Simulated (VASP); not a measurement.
## La3Hf: single point with PBE

Crystal: La3Hf.

```
La Hf
1.0
     5.04513    0.00000    0.00000
     0.00000    5.04513    0.00000
     0.00000    0.00000    5.04513
La Hf
3 1
Direct
  0.00000 0.50000 0.50000
  0.50000 0.00000 0.50000
  0.50000 0.50000 0.00000
  0.00000 0.00000 0.00000
```

```
Program                : VASP 6.6.1
Task                   : single point
Functional             : PBE
Potentials or basis    : VASP PAW PBE potentials, release 64 (La, Hf_pv)
Cutoff                 : 520 eV
k mesh                 : 2 × 2 × 2
Occupations            : methfessel-paxton, width 0.05 eV
Spin                   : no spin polarisation
Dipole correction      : no
Further INCAR settings : ALGO = Normal; EDIFF = 1e-07; NBANDS = 30
```

- Pressure: 2.7 GPa
- Band gap on the k mesh: zero (an odd number of electrons rules out a gap without spin polarisation)

Levels at points of the mesh, in eV from the Fermi level:
| k point | band 18 | band 19 | band 20 | band 21 | band 22 | band 23 | band 24 | band 25 |
| --- | --- | --- | --- | --- | --- | --- | --- | --- |
| (0.00, 0.00, 0.00) | -2.14 | -2.14 | -1.73 | -1.73 | -1.73 | 1.26 | 1.26 | 1.26 |
| (0.50, 0.00, 0.00) | -1.50 | -0.87 | -0.77 | -0.65 | -0.02 | -0.02 | 0.29 | 0.29 |
| (0.50, 0.50, 0.00) | -0.66 | -0.62 | -0.44 | -0.02 | 0.03 | 0.03 | 0.04 | 0.16 |
| (0.50, 0.50, 0.50) | -1.85 | -1.85 | 0.80 | 0.80 | 0.91 | 0.91 | 0.91 | 1.29 |

Run time: 87 s on 1 thread of AMD EPYC 7R13, with other jobs on the host, peak memory 0.21 GiB.

Caveat: the k points lie up to 0.62 Å⁻¹ apart, too coarse for converged energies and pressures of a metal; spin-orbit coupling is left out, which moves the levels of the heavy elements.
